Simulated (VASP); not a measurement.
Here is a VASP 6.6.1 calculation.

The input INCAR:

```
SYSTEM = C
PREC = Accurate
ENCUT = 520
EDIFF = 1E-7
ISMEAR = 0
SIGMA = 0.05
LREAL = .FALSE.
LASPH = .TRUE.
NELM = 80
ALGO = Normal
ISIF = 2
LWAVE = .FALSE.
LCHARG = .TRUE.
GGA = PS
LELF = .TRUE.
LVHAR = .TRUE.
NBANDS = 11
```

File KPOINTS:

```
regular mesh
0
G
  12 12 12
  0 0 0
```

File POSCAR:

```
C
1.0
    0.0000000000      1.7769046139      1.8479807985
    1.7769046139      0.0000000000      1.8479807985
    1.7769046139      1.7769046139      0.0000000000
C
2
Direct
    0.5000000000      0.5000000000      0.5000000000
    0.7500000000      0.7500000000      0.7500000000
```

Potentials or basis: VASP PAW PBE potentials, release 64 (C).

Launch:

```console
$ cat potpaw_PBE.64/C/POTCAR > POTCAR
$ mpirun -np 1 vasp_std > vasp.out
```

Question: Estimate the band gap on the k mesh.

Answer: 3.48 eV, indirect (least direct gap 5.12 eV).

Question: What does it give for the pressure?

Answer: -15.5 GPa.

Stress tensor (GPa, compression positive):
```
 -3.33   0.00   0.00
  0.00  -3.33   0.00
  0.00   0.00 -39.71
```

Caveat: the cell differs from its parent crystal (strain +0.000 along x and y, +0.040 along z); the PAW data sets were made with another functional, which shifts forces and pressure a little. A k mesh can miss the band edges.
